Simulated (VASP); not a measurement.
# BN (C2/m) in VASP: notebook, part 2 of 2

VASP 6.6.1.

## 6. Single point, PBE+D3(BJ)

Input file INCAR:

```
ALGO = Normal ; EDIFF = 1E-7
ENCUT = 520 ; GGA = PE
ISIF = 2 ; ISMEAR = 0
IVDW = 12 ; LASPH = True
LCHARG = False ; LREAL = False
LWAVE = False ; NBANDS = 26
NELM = 60 ; PREC = Accurate
SIGMA = 0.05
```

Input file KPOINTS:

```
k-points
0
Gamma
  10 10 2
```

Input file POSCAR:

```
BN
1.0
   -2.5039917043      0.0000000000      0.0000000000
   -1.2519958521     -2.1685204268      0.0000000000
   -0.9389968891     -0.5421301067     13.3224000000
B N
4 4
Direct
    0.1145833333      0.1145833333      0.8750000000
    0.2395833333      0.2395833333      0.3750000000
    0.6354166667      0.6354166667      0.1250000000
    0.5104166667      0.5104166667      0.6250000000
    0.3020833333      0.3020833333      0.1250000000
    0.1770833333      0.1770833333      0.6250000000
    0.4479166667      0.4479166667      0.8750000000
    0.5729166667      0.5729166667      0.3750000000
```

Potentials or basis: VASP PAW PBE potentials, release 64 (B, N).

On the command line:

```
$ cat potpaw_PBE.64/B/POTCAR potpaw_PBE.64/N/POTCAR > POTCAR
$ mpirun -np 1 vasp_std > vasp.out
```

OUTCAR:

```text
EDIFF = 1E-7
   ENCUT = 520
   GGA = PE
   ISIF = 2
   ISMEAR = 0
   IVDW = 12
   LASPH = True
   LREAL = False
   NELM = 60
   PREC = Accurate
 IVDW          = 12

 ion  position               nearest neighbor table
   1  0.115  0.115  0.875-   7 1.45   7 1.45   7 1.45
   2  0.240  0.240  0.375-   8 1.45   8 1.45   8 1.45
   3  0.635  0.635  0.125-   5 1.45   5 1.45   5 1.45
   4  0.510  0.510  0.625-   6 1.45   6 1.45   6 1.45
   5  0.302  0.302  0.125-   3 1.45   3 1.45   3 1.45
   6  0.177  0.177  0.625-   4 1.45   4 1.45   4 1.45
   7  0.448  0.448  0.875-   1 1.45   1 1.45   1 1.45
   8  0.573  0.573  0.375-   2 1.45   2 1.45   2 1.45

  LATTYP: Found a base centered monoclinic cell.
 ALAT       =     4.3370408535
 B/A-ratio  =     0.5773502692
 C/A-ratio  =     3.0819283395
 COS(beta)  =    -0.0811180444

  Lattice vectors:

 A1 = (   2.5039917043,   0.0000000000,   0.0000000000)
 A2 = (   1.2519958521,   2.1685204268,   0.0000000000)
 A3 = (  -0.9389968891,  -0.5421301067,  13.3224000000)

Analysis of symmetry for initial positions (statically):
=====================================================================
 Subroutine PRICEL returns:
 Original cell was already a primitive cell.

 Routine SETGRP: Setting up the symmetry group for a
 base centered monoclinic supercell.

 Subroutine GETGRP returns: Found  4 space group operations
 (whereof  2 operations were pure point group operations)
 out of a pool of  4 trial point group operations.

The static configuration has the point symmetry C_1h.
 The point group associated with its full space group is C_2h.

Analysis of symmetry for dynamics (positions and initial velocities):
=====================================================================
 Subroutine PRICEL returns:
 Original cell was already a primitive cell.

 Routine SETGRP: Setting up the symmetry group for a
 base centered monoclinic supercell.

 Subroutine GETGRP returns: Found  4 space group operations
 (whereof  2 operations were pure point group operations)
 out of a pool of  4 trial point group operations.
[... 140 lines left out ...]
   LHFCALC =     F    Hartree Fock is set to
   AEXX    =    0.0000 exact exchange contribution
   IVDW    =    12    specifies the selected vdW correction
   LEPSILON=     F    determine dielectric tensor
   LRPA    =     F    only Hartree local field effects (RPA)
 non-spin polarized calculation
 Gauss-broadening in eV      SIGMA  =   0.05
  energy-cutoff  :      520.00
  volume of cell :       72.34
 maximum number of plane-waves:      1973
   NGX =  9   NGY =  9   NGZ = 49

 number of electron      31.9999999 magnetization

 Free energy of the ion-electron system (eV)
  ---------------------------------------------------
  ext. energy  EPLUGINS =         0.00000000
  ---------------------------------------------------
  free energy    TOTEN  =       -70.28551859 eV

  energy without entropy =      -70.28551859  energy(sigma->0) =      -70.28551859

 E-fermi :   2.6384     XC(G=0): -10.0487

 val. band max:        2.3959099058   @ k =  -0.3000   0.3000  -0.0000
 cond. band min:       6.3449185167   @ k =   0.5000   0.0000   0.0000
 fundamental gap:      3.9490086109
 Fermi energy:         2.6384448271

 k-point     1 :       0.0000    0.0000    0.0000
  band No.  band energies     occupation
      1     -15.5448      2.00000
      2     -15.4054      2.00000
      3     -15.4052      2.00000
      4     -15.2569      2.00000
      5      -3.9482      2.00000
      6      -3.0221      2.00000
[... 685 lines left out ...]
     25      14.3356      0.00000
     26      14.5860      0.00000

 [... further k-points ...]

------------------------ aborting loop because EDIFF is reached ----------------------------------------

 Edisp (eV)   -1.12498

 E8    (eV) :    -0.3294

  FORCE on cell =-STRESS in cart. coord.  units (eV):
  Direction    XX          YY          ZZ          XY          YZ          ZX
  --------------------------------------------------------------------------------------
  -------------------------------------------------------------------------------------
  Total       0.48937     0.47009     0.09895     0.01670     0.04105     0.07110
  in kB      10.83859    10.41154     2.19157     0.36984     0.90915     1.57470
  external pressure =        7.81 kB  Pullay stress =        0.00 kB

 VOLUME and BASIS-vectors are now :
 -----------------------------------------------------------------------------
  energy-cutoff  :      520.00
  volume of cell :       72.34
      direct lattice vectors                 reciprocal lattice vectors
    -2.503991704  0.000000000  0.000000000    -0.399362345  0.230571958 -0.018765388
    -1.251995852 -2.168520427  0.000000000     0.000000000 -0.461143915 -0.018765388
    -0.938996889 -0.542130107 13.322400000     0.000000000  0.000000000  0.075061550

 POSITION                                       TOTAL-FORCE (eV/Angst)
 -----------------------------------------------------------------------------------
     -1.25200     -0.72284     11.65710         0.004772      0.002755     -0.046791
     -1.25200     -0.72284      4.99590         0.000044      0.000026      0.000389
     -2.50399     -1.44568      1.66530        -0.004772     -0.002755      0.046791
     -2.50399     -1.44568      8.32650        -0.000044     -0.000026     -0.000389
     -1.25200     -0.72284      1.66530         0.026145      0.015095      0.027242
     -1.25200     -0.72284      8.32650         0.000142      0.000082     -0.000343
     -2.50399     -1.44568     11.65710        -0.026145     -0.015095     -0.027242
     -2.50399     -1.44568      4.99590        -0.000142     -0.000082      0.000343
 -----------------------------------------------------------------------------------
    total drift:                               -0.000000     -0.000000      0.000000

  FREE ENERGIE OF THE ION-ELECTRON SYSTEM (eV)
  ---------------------------------------------------
  free  energy   TOTEN  =       -71.4105018411 eV

  energy  without entropy=      -71.4105018411  energy(sigma->0) =      -71.41050184
```

stdout:

```text
POSCAR found type information on POSCAR B N
 POSCAR found :  2 types and       8 ions
 scaLAPACK will be used
 LDA part: xc-table for (Slater+PW92), standard interpolation
 POSCAR, INCAR and KPOINTS ok, starting setup
 FFT: planning ... GRIDC
 FFT: planning ... GRID_SOFT
 FFT: planning ... GRID
 WAVECAR not read
 entering main loop
```

Wall time 53 s (1 thread of Intel Xeon 6975P-C (Granite Rapids), shared host); peak memory 0.24 GiB.

What came out:

- Free energy: -71.4105 eV
- Pressure: 0.8 GPa
- Largest force: 0.047 eV/Å
- Band gap on the k mesh: 3.95 eV (least direct gap 4.41 eV)
- Dispersion energy per atom: -0.141 eV

Forces on the atoms (eV/Å):
```
B    0.005  0.003 -0.047
B    0.000  0.000  0.000
B   -0.005 -0.003  0.047
B    0.000  0.000  0.000
N    0.026  0.015  0.027
N    0.000  0.000  0.000
N   -0.026 -0.015 -0.027
N    0.000  0.000  0.000
```

A k mesh can miss the band edges.

## 7. Summary

| cell | gap on the mesh (eV) | pressure (GPa) | largest force (eV/Å) |
| --- | --- | --- | --- |
| a = 2.504, b = 2.504, c = 13.342 Å, angles 87.3, 87.3, 60.0°, 8 atoms | 4.02 | 0.8 | 0.04 |
| a = 2.504, b = 2.504, c = 13.498 Å, angles 82.0, 82.0, 60.0°, 8 atoms | 4.00 | 0.7 | 0.05 |
| a = 2.504, b = 2.504, c = 13.804 Å, angles 76.9, 76.9, 60.0°, 8 atoms | 3.99 | 0.7 | 0.02 |
| a = 2.504, b = 2.504, c = 13.327 Å, angles 88.7, 88.7, 60.0°, 8 atoms | 4.13 | 0.7 | 0.02 |
| a = 2.504, b = 2.504, c = 13.366 Å, angles 86.0, 86.0, 60.0°, 8 atoms | 3.95 | 0.8 | 0.05 |

Alike in all rows: task single point; level PBE+D3(BJ); potentials or basis VASP PAW PBE potentials, release 64 (B, N); no spin polarisation; k mesh 10 × 10 × 2; cutoff (eV) 520; smearing gaussian 0.05 eV.

Absolute energies hang on the potentials; compare differences alone.
